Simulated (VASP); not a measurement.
# ScAl3N4 (wurtzite Al12Sc4N16) (Cm) in VASP: a series of runs

The runs below take ScAl3N4 (wurtzite Al12Sc4N16) through single point, with PBE.

All numbers are computed with VASP 6.6.1; they aren't measurements. Logs are shortened: lines on timing, memory, paths and dates and some standing lists are left out, and cuts for length are marked.

## Step 1: The cell of the first run

Symmetry: Cm, No. 8, monoclinic system. The conventional cell has a = 11.243 Å, b = 6.470 Å, c = 10.158 Å, α = 90.00°, β = 90.10°, γ = 90.00°. Within 2.6 Å of Al (site symmetry m) lie 4 N at 1.95 Å. Al (site symmetry 1) has 4 N at 1.86 to 1.93 Å within 2.5 Å. Within 2.5 Å of Al (site symmetry 1) lie 4 N at 1.91 to 1.95 Å. Al (site symmetry 1) has 4 N at 1.89 to 1.96 Å within 2.5 Å. Within 2.5 Å of Al (site symmetry 1) lie 4 N at 1.88 to 1.96 Å. Within 2.5 Å of Al (site symmetry m) lie 4 N at 1.91 to 1.96 Å. Within 2.5 Å of Al (site symmetry m) lie 4 N at 1.91 to 1.98 Å. Al (site symmetry m) has 4 N at 1.91 to 1.97 Å within 2.5 Å.

## Step 2: Single point, PBE

Contents of INCAR:

```
SYSTEM = ScAl3N4
PREC = Accurate
ENCUT = 520
EDIFF = 1E-6
ISMEAR = 0
SIGMA = 0.01
LREAL = Auto
LASPH = .True.
NELM = 100
ALGO = Normal
ISIF = 2
LWAVE = .False.
LCHARG = .False.
GGA = PE
NBANDS = 102
```

Contents of KPOINTS:

```
Automatic mesh
0
Gamma
  4 4 3
  0 0 0
```

Contents of POSCAR:

```
ScAl3N4
1.0
    6.4858413593     -0.0089206996     -0.0050907387
   -3.2506462321      5.6124430323      0.0050907387
   -0.0078980739      0.0045599551     10.1584556199
Al Sc N
12 4 16
Direct
    0.3367444232      0.1632555768      0.7515569498
    0.1636929894      0.8275403550     -0.0038450308
    0.3318278563      0.6696812598      0.2540193943
    0.1678983847      0.8347123914      0.5025165961
    0.3336825955      0.6716518468      0.7468676374
    0.6724596450      0.3363070106     -0.0038450308
    0.8303187402      0.1681721437      0.2540193943
    0.6652876086      0.3321016153      0.5025165961
    0.8283481532      0.1663174045      0.7468676374
    0.8362529541      0.6637470459      0.2519845536
    0.6652895238      0.8347104762      0.4981373838
    0.8352746881      0.6647253119      0.7461196399
    0.1627583621      0.3372416379     -0.0077060545
    0.3377538594      0.1622461406      0.2446269045
    0.1657312216      0.3342687784      0.4984916614
    0.6668862927      0.8331137073     -0.0033076986
    0.1581579497      0.3418420503      0.2044772138
    0.3421927891      0.1578072109      0.4488294417
    0.1678731573      0.3321268427      0.7073430095
    0.3432754469      0.1567245531      0.9432888914
    0.1552340483      0.8102005477      0.1854511778
    0.3409829132      0.6880358388      0.4421942266
    0.1661118460      0.8336855820      0.6907513083
    0.3269376379      0.6807400298      0.9317897047
    0.6897994523      0.3447659517      0.1854511778
    0.8119641612      0.1590170868      0.4421942266
    0.6663144180      0.3338881540      0.6907513083
    0.8192599702      0.1730623621      0.9317897047
    0.6676187991      0.8323812009      0.2043129509
    0.8339656347      0.6660343653      0.4437624229
    0.6676223737      0.8323776263      0.6908396854
    0.8424821047      0.6575178953      0.9337530158
```

Potentials or basis: VASP PAW PBE potentials, release 64 (Al, Sc_sv, N).

Started as:

```bash
cat potpaw_PBE.64/Al/POTCAR potpaw_PBE.64/Sc_sv/POTCAR potpaw_PBE.64/N/POTCAR > POTCAR
mpirun -np 1 vasp_std > vasp.out
```

OUTCAR:

```text
SYSTEM = ScAl3N4
   PREC = Accurate
   ENCUT = 520
   EDIFF = 1E-6
   ISMEAR = 0
   LREAL = Auto
   LASPH = .True.
   NELM = 100
   ISIF = 2
   GGA = PE

 ion  position               nearest neighbor table
   1  0.337  0.163  0.752-  20 1.95  27 1.95  23 1.95  19 1.95   6 3.12   2 3.12   8 3.13   4 3.13
                            13 3.13   9 3.18   5 3.18  15 3.21  12 3.24  12 3.24   9 3.31   5 3.31
   2  0.164  0.828  0.996-  24 1.86  32 1.91  20 1.92  21 1.93   1 3.12   5 3.13  12 3.14  14 3.15
                            13 3.18   6 3.18  10 3.18   3 3.19  16 3.24  16 3.25   6 3.29  13 3.31
   3  0.332  0.670  0.254-  17 1.91  22 1.91  21 1.92  29 1.95  11 3.10  15 3.11   4 3.13  14 3.18
                             2 3.19  10 3.20  16 3.22   7 3.23   7 3.24  13 3.25  10 3.29  14 3.31
   4  0.168  0.835  0.503-  18 1.89  22 1.90  23 1.91  30 1.96   5 3.09  12 3.10   1 3.13   3 3.13
                            10 3.15  14 3.20   8 3.22  11 3.23  15 3.24  15 3.25   8 3.25  11 3.26
   5  0.334  0.672  0.747-  24 1.88  23 1.94  19 1.95  31 1.96   4 3.09  13 3.12   2 3.13  11 3.14
                            16 3.15  15 3.16   1 3.18   9 3.20  12 3.21   9 3.27  12 3.28   1 3.31
   6  0.672  0.336  0.996-  28 1.86  32 1.91  20 1.92  25 1.93   1 3.12   9 3.13  12 3.14  14 3.15
                            13 3.18   2 3.18  10 3.18   7 3.19  16 3.24  16 3.25   2 3.29  13 3.31
   7  0.830  0.168  0.254-  17 1.91  26 1.91  25 1.92  29 1.95  11 3.10  15 3.11   8 3.13  14 3.18
                             6 3.19  10 3.20  16 3.22   3 3.23   3 3.24  13 3.25  10 3.29  14 3.31
   8  0.665  0.332  0.503-  18 1.89  26 1.90  27 1.91  30 1.96   9 3.09  12 3.10   1 3.13   7 3.13
                            10 3.15  14 3.20   4 3.22  11 3.23  15 3.24  15 3.25   4 3.25  11 3.26
   9  0.828  0.166  0.747-  28 1.88  27 1.94  19 1.95  31 1.96   8 3.09  13 3.12   6 3.13  11 3.14
                            16 3.15  15 3.16   1 3.18   5 3.20  12 3.21   5 3.27  12 3.28   1 3.31
  10  0.836  0.664  0.252-  21 1.91  25 1.91  30 1.95  29 1.96   4 3.15   8 3.15  11 3.16   2 3.18
                             6 3.18   3 3.20   7 3.20  16 3.21  14 3.24  14 3.24   3 3.29   7 3.29
  11  0.665  0.835  0.498-  22 1.91  26 1.91  31 1.96  30 1.98   3 3.10   7 3.10   5 3.14   9 3.14
                            10 3.16  12 3.16   4 3.23   8 3.23  15 3.24  15 3.24   4 3.26   8 3.26
[... 9 lines left out ...]
                             3 3.22   7 3.22  13 3.24  13 3.24   2 3.24   6 3.24   2 3.25   6 3.25
  17  0.158  0.342  0.204-   7 1.91   3 1.91  14 2.06  13 2.16
  18  0.342  0.158  0.449-   8 1.89   4 1.89  15 2.05  14 2.07
  19  0.168  0.332  0.707-   9 1.95   5 1.95   1 1.95  15 2.12
  20  0.343  0.157  0.943-   6 1.92   2 1.92   1 1.95  13 2.09
  21  0.155  0.810  0.185-  10 1.91   3 1.92   2 1.93  14 2.06
  22  0.341  0.688  0.442-   4 1.90  11 1.91   3 1.91  15 2.06
[... 8 lines left out ...]
  31  0.668  0.832  0.691-  11 1.96   5 1.96   9 1.96  12 1.97
  32  0.842  0.658  0.934-  12 1.91   2 1.91   6 1.91  16 2.08

  LATTYP: Found a base centered monoclinic cell.
 ALAT       =    11.2427320739
 B/A-ratio  =     0.5755176066
 C/A-ratio  =     0.9035579294
 COS(beta)  =    -0.0018033696

  Lattice vectors:

 A1 = (   3.2506462321,  -5.6124430323,  -0.0050907387)
 A2 = (   6.4858413593,  -0.0089206996,  -0.0050907387)
 A3 = (  -0.0078980739,   0.0045599551,  10.1584556199)

Analysis of symmetry for initial positions (statically):
=====================================================================
 Subroutine PRICEL returns:
 Original cell was already a primitive cell.

 Routine SETGRP: Setting up the symmetry group for a
 base centered monoclinic supercell.

 Subroutine GETGRP returns: Found  2 space group operations
 (whereof  1 operations were pure point group operations)
 out of a pool of  4 trial point group operations.

The static configuration has the point symmetry C_1 .
 The point group associated with its full space group is C_1h.

Analysis of symmetry for dynamics (positions and initial velocities):
=====================================================================
 Subroutine PRICEL returns:
 Original cell was already a primitive cell.

 Routine SETGRP: Setting up the symmetry group for a
 base centered monoclinic supercell.

 Subroutine GETGRP returns: Found  2 space group operations
 (whereof  1 operations were pure point group operations)
 out of a pool of  4 trial point group operations.

The dynamic configuration has the point symmetry C_1 .
 The point group associated with its full space group is C_1h.

 Subroutine INISYM returns: Found  2 space group operations
 (whereof  1 operations are pure point group operations),
 and found     1 'primitive' translations

----------------------------------------------------------------------------------------

                                     Primitive cell

  volume of cell :     369.4873

[... 75 lines left out ...]
   NGXF,Y,Z  is equivalent  to a cutoff of  24.61, 24.61, 26.18 a.u.
 SYSTEM =  ScAl3N4
   PREC   = accura    normal or accurate (medium, high low for compatibility)
   ISTART =      0    job   : 0-new  1-cont  2-samecut
   ICHARG =      2    charge: 1-file 2-atom 10-const
   ISPIN  =      1    spin polarized calculation?
   LNONCOLLINEAR =      F non collinear calculations
   LSORBIT =      F    spin-orbit coupling
   LASPH  =      T    aspherical Exc in radial PAW
   ENCUT  =  520.0 eV  38.22 Ry    6.18 a.u.  12.06 12.06 18.89*2*pi/ulx,y,z
   NELM   =    100;   NELMIN=  2; NELMDL= -5     # of ELM steps
   EDIFF  = 0.1E-05   stopping-criterion for ELM
   LREAL  =      T    real-space projection
   EDIFFG = 0.1E-04   stopping-criterion for IOM
   NSW    =      0    number of steps for IOM
   IBRION =     -1    ionic relax: 0-MD 1-quasi-New 2-CG
   NFREE  =      0    steps in history (QN), initial steepest desc. (CG)
   ISIF   =      2    stress and relaxation
   ISYM   =      2    0-nonsym 1-usesym 2-fastsym
   POTIM  = 0.5000    time-step for ionic-motion
   TEBEG  =    0.0;   TEEND  =   0.0 temperature during run
   PSTRESS=    0.0 pullay stress
   NELECT =     160.0000    total number of electrons
   NUPDOWN=      -1.0000    fix difference up-down
   EMIN   =  10.00;   EMAX   =-10.00  energy-range for DOS
   EFERMI =   0.00;   METHOD = LEGACY
   ISMEAR =     0;   SIGMA  =   0.01  broadening in eV -4-tet -1-fermi 0-gaus
   EFERMI_NEDOS =   21; number of points for ismear=-14 and -15
   IALGO  =     38    algorithm
   IMIX   =      4    mixing-type and parameters
     AMIX     =   0.40;   BMIX     =  1.00
     AMIX_MAG =   1.60;   BMIX_MAG =  1.00
  volume/ion in A,a.u.               =      11.55        77.92
  Fermi-wavevector in a.u.,A,eV,Ry     =   1.238554  2.340528 20.871559  1.534016
  Thomas-Fermi vector in A             =   2.373075
   LORBIT       =      0    0 simple, 1 ext, 2 COOP (PROOUT), +10 PAW based schemes
   GGA     = PE    functional components
   LHFCALC =     F    Hartree Fock is set to
   AEXX    =    0.0000 exact exchange contribution
   IVDW    =     0    specifies the selected vdW correction
   LEPSILON=     F    determine dielectric tensor
   LRPA    =     F    only Hartree local field effects (RPA)
 non-spin polarized calculation
 Gauss-broadening in eV      SIGMA  =   0.01
  energy-cutoff  :      520.00
  volume of cell :      369.49
 maximum number of plane-waves:      9969
   NGX = 25   NGY = 25   NGZ = 37

 number of electron     160.0000009 magnetization

 Free energy of the ion-electron system (eV)
  ---------------------------------------------------
  ext. energy  EPLUGINS =         0.00000000
  ---------------------------------------------------
  free energy    TOTEN  =      -248.20303428 eV

  energy without entropy =     -248.20303428  energy(sigma->0) =     -248.20303428

 E-fermi :   5.1266     XC(G=0): -10.7370

 val. band max:        4.9649317708   @ k =  -0.0000   0.0000   0.3333
 cond. band min:       8.5619510378   @ k =   0.0000   0.0000   0.0000
 fundamental gap:      3.5970192670
 Fermi energy:         5.1266440695

 k-point     1 :       0.0000    0.0000    0.0000
  band No.  band energies     occupation
      1     -41.9547      2.00000
      2     -41.9150      2.00000
      3     -41.8347      2.00000
      4     -41.7925      2.00000
      5     -20.8781      2.00000
      6     -20.7919      2.00000
[... 1604 lines left out ...]
     91       9.9458      0.00000
     92      10.3204      0.00000
 [bands above 92 left out]

------------------------ aborting loop because EDIFF is reached ----------------------------------------

  FORCE on cell =-STRESS in cart. coord.  units (eV):
  Direction    XX          YY          ZZ          XY          YZ          ZX
  --------------------------------------------------------------------------------------
  -------------------------------------------------------------------------------------
  Total        0.1451097      0.1224385      0.2800636     -0.0196339     -0.0031317      0.0054262
  in kB        0.6292274      0.5309200      1.2144169     -0.0851367     -0.0135795      0.0235291
  external PRESSURE =       0.7915214 kB  Pullay stress =       0.0000000 kB

 VOLUME and BASIS-vectors are now :
 -----------------------------------------------------------------------------
  energy-cutoff  :      520.00
  volume of cell :      369.49
      direct lattice vectors                 reciprocal lattice vectors
     6.485841359 -0.008920700 -0.005090739     0.154304986  0.089371155  0.000079853
    -3.250646232  5.612443032  0.005090739     0.000245197  0.178317615 -0.000079853
    -0.007898074  0.004559955 10.158455620     0.000077204 -0.000044574  0.098440240

 POSITION                                       TOTAL-FORCE (eV/Angst)
 -----------------------------------------------------------------------------------
      1.64745      0.91669      7.63377         0.001885     -0.001088      0.005028
     -1.63622      4.64761     10.12278         0.000806      0.000450      0.003745
     -0.02672      3.75675      2.58216        -0.000545      0.002322      0.004312
     -1.62836      4.68557      5.10819        -0.000865     -0.002414     -0.001968
     -0.02499      3.77004      7.58874        -0.005085     -0.001160      0.003389
      3.26038      1.88605     10.11768         0.000013     -0.000923      0.003745
[... 24 lines left out ...]
      1.61887      4.66887      7.01870         0.000643     -0.000371     -0.008815
      3.31947      3.68702      9.48455         0.049950     -0.028838     -0.020778
 -----------------------------------------------------------------------------------
    total drift:                                0.006624     -0.003822     -0.011020

  FREE ENERGIE OF THE ION-ELECTRON SYSTEM (eV)
  ---------------------------------------------------
  free  energy   TOTEN  =      -248.2030342774 eV

  energy  without entropy=     -248.2030342774  energy(sigma->0) =     -248.20303428
```

It took 19 min on 1 thread of Intel Xeon Platinum 8488C (Sapphire Rapids), shared host; peak memory 0.66 GiB.

Results:

* Free energy: -248.2030 eV
* Pressure: 0.1 GPa
* Largest force: 0.090 eV/Å
* Band gap on the k mesh: 3.60 eV, indirect (least direct gap 3.60 eV)

Forces on the atoms (eV/Å):
```
Al   0.002 -0.001  0.005
Al   0.001  0.000  0.004
Al  -0.001  0.002  0.004
Al  -0.001 -0.002 -0.002
Al  -0.005 -0.001  0.003
Al   0.000 -0.001  0.004
Al  -0.002 -0.001  0.004
Al   0.002  0.002 -0.002
Al  -0.002  0.005  0.003
Al   0.000  0.000 -0.002
Al   0.002 -0.001 -0.002
Al   0.005 -0.003  0.003
Sc   0.017 -0.010  0.019
Sc  -0.002  0.001 -0.006
Sc   0.001  0.000 -0.002
Sc   0.015 -0.009  0.018
N   -0.054  0.031  0.031
N    0.054 -0.031  0.046
N    0.002 -0.001  0.043
N    0.053 -0.031 -0.021
N   -0.002 -0.061 -0.021
N   -0.001  0.061 -0.018
N   -0.001 -0.001 -0.006
N   -0.065  0.040 -0.048
N    0.052  0.032 -0.021
N   -0.053 -0.030 -0.018
N    0.000  0.001 -0.006
N   -0.067  0.036 -0.048
N   -0.002  0.001  0.057
N    0.002 -0.001  0.006
N    0.001  0.000 -0.009
N    0.050 -0.029 -0.021
```

Levels at points of the mesh, in eV from the valence-band top:
```
           k point  band 76  band 77  band 78  band 79  band 80  band 81  band 82  band 83  band 84  band 85
(0.00, 0.00, 0.00)    -0.44    -0.42    -0.32    -0.12    -0.01     3.60     3.97     3.98     4.15     4.34
(0.50, 0.00, 0.00)    -0.30    -0.26    -0.21    -0.20    -0.14     4.09     4.18     4.28     4.41     4.63
(0.50, 0.50, 0.00)    -0.30    -0.24    -0.18    -0.16    -0.10     4.01     4.09     4.49     4.62     4.62
```

A k mesh can miss the band edges.

## Step 3: Single point, PBE

This run uses another cell than the first one, of 11.66 Å³/atom, 1.010 times its volume.

Contents of INCAR:

```
PREC = Accurate
ENCUT = 520
EDIFF = 1E-6
ISMEAR = 0
SIGMA = 0.01
LREAL = Auto
LASPH = T
NELM = 100
ALGO = Normal
ISIF = 2
LWAVE = F
LCHARG = F
GGA = PE
NBANDS = 102
```

Contents of KPOINTS:

```
regular mesh
0
Gamma
  4 4 3
```

Contents of POSCAR:

```
ScAl3N4
1.0
    6.5182705661     -0.0089653031     -0.0050907387
   -3.2668994633      5.6405052475      0.0050907387
   -0.0079375643      0.0045827549     10.1584556199
Al Sc N
12 4 16
Direct
    0.3367909652      0.1632090348      0.7514864841
    0.1636676010      0.8273089580     -0.0038555662
    0.3317570045      0.6697156988      0.2538498147
    0.1681652412      0.8348569842      0.5022806344
    0.3334797400      0.6716417048      0.7467910382
    0.6726910420      0.3363323990     -0.0038555662
    0.8302843012      0.1682429955      0.2538498147
    0.6651430158      0.3318347588      0.5022806344
    0.8283582952      0.1665202600      0.7467910382
    0.8362706144      0.6637293856      0.2518430130
    0.6652065253      0.8347934747      0.4980965784
    0.8353829903      0.6646170097      0.7460408593
    0.1627306434      0.3372693566     -0.0082266816
    0.3376606291      0.1623393709      0.2440758873
    0.1658389756      0.3341610244      0.4979104860
    0.6668094601      0.8331905399     -0.0039595696
    0.1581095878      0.3418904122      0.2046729068
    0.3422305099      0.1577694901      0.4487916546
    0.1678813740      0.3321186260      0.7073888347
    0.3433287406      0.1566712594      0.9436868409
    0.1552274820      0.8102632707      0.1858468391
    0.3410729650      0.6879666705      0.4424814173
    0.1661391836      0.8337179261      0.6908911830
    0.3266952375      0.6806146046      0.9321221185
    0.6897367293      0.3447725180      0.1858468391
    0.8120333295      0.1589270350      0.4424814173
    0.6662820739      0.3338608164      0.6908911830
    0.8193853954      0.1733047625      0.9321221185
    0.6675625951      0.8324374049      0.2041032026
    0.8339625133      0.6660374867      0.4439683096
    0.6675805043      0.8324194957      0.6912524830
    0.8425347351      0.6574652649      0.9340537524
```

Potentials or basis: VASP PAW PBE potentials, release 64 (Al, Sc_sv, N).

Started as:

```bash
cat potpaw_PBE.64/Al/POTCAR potpaw_PBE.64/Sc_sv/POTCAR potpaw_PBE.64/N/POTCAR > POTCAR
mpirun -np 1 vasp_std > vasp.out
```

It took 19 min on 1 thread of Intel Xeon Platinum 8488C (Sapphire Rapids), shared host; peak memory 0.68 GiB.

Results (log left out):

```yaml
Free_energy: -248.1809 eV
Pressure: -1.7 GPa
Largest_force: 0.086 eV/Å
Band_gap_on_the_k_mesh: 3.53 eV, indirect (least direct gap 3.54 eV)
```

Forces in eV/Å, atoms in the order of the input:
```
Al   0.000  0.000  0.004
Al  -0.001  0.003  0.000
Al  -0.001  0.001  0.003
Al   0.000 -0.003  0.000
Al  -0.001 -0.001 -0.001
Al  -0.003 -0.001  0.000
Al  -0.001  0.000  0.003
Al   0.003  0.002  0.000
Al   0.000  0.001 -0.001
Al   0.000  0.000  0.001
Al   0.001 -0.001 -0.002
Al   0.000  0.000  0.002
Sc   0.017 -0.010  0.018
Sc   0.001 -0.001 -0.008
Sc  -0.001  0.001  0.003
Sc   0.015 -0.008  0.016
N   -0.055  0.032  0.031
N    0.056 -0.032  0.042
N    0.000  0.000  0.043
N    0.051 -0.030 -0.019
N   -0.001 -0.060 -0.019
N   -0.001  0.060 -0.017
N   -0.001 -0.001 -0.003
N   -0.063  0.040 -0.044
N    0.051  0.030 -0.019
N   -0.053 -0.029 -0.017
N    0.000  0.001 -0.003
N   -0.066  0.035 -0.044
N   -0.001  0.001  0.054
N    0.001 -0.001  0.000
N    0.000  0.000 -0.005
N    0.051 -0.030 -0.018
```

Stress tensor (GPa, compression positive):
```
-2.05 -0.02  0.01
-0.02 -2.07 -0.01
 0.01 -0.01 -1.03
```

Levels at points of the mesh, in eV from the valence-band top:
```tsv
k point	band 77	band 78	band 79	band 80	band 81	band 82	band 83	band 84
(0.00, 0.00, 0.00)	-0.42	-0.32	-0.08	-0.01	3.53	3.94	3.97	4.14
(0.50, 0.00, 0.00)	-0.25	-0.21	-0.19	-0.13	4.06	4.17	4.26	4.38
(0.50, 0.50, 0.00)	-0.25	-0.17	-0.16	-0.11	3.98	4.07	4.47	4.59
```

A k mesh can miss the band edges.
